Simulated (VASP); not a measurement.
Crystal: Co.

```
Co
1.0
     2.28553    0.00000    0.00000
    -1.14277    1.97933    0.00000
     0.00000    0.00000    3.68671
Co
2
Cartesian
  1.1428 0.6598 0.9217
  0.0000 1.3196 2.7650
```

Base run:

```yaml
Program: VASP 6.6.1
Functional: LDA
Potentials_or_basis: VASP PAW LDA potentials, release 64 (Co)
Cutoff: 520 eV
k_mesh: 24 × 24 × 12
Occupations: gaussian, width 0.15 eV
Spin: collinear spin, ferromagnetic start
Starting_moments: "[1.375, 1.375] μB"
Fixed_moment: 2.75 μB
```

Its results: pressure 75.3 GPa; site moments Co +1.34 μB.

The run is repeated on the same cell with these changes: fixed moment from 2.75 μB to 0.55 μB; moments at the start from [1.38, 1.38] to [0.28, 0.28]. What comes out?

Pressure 61.1 GPa; site moments Co +0.27 μB.

Caveats: the total moment is fixed, so each spin has its own Fermi level.
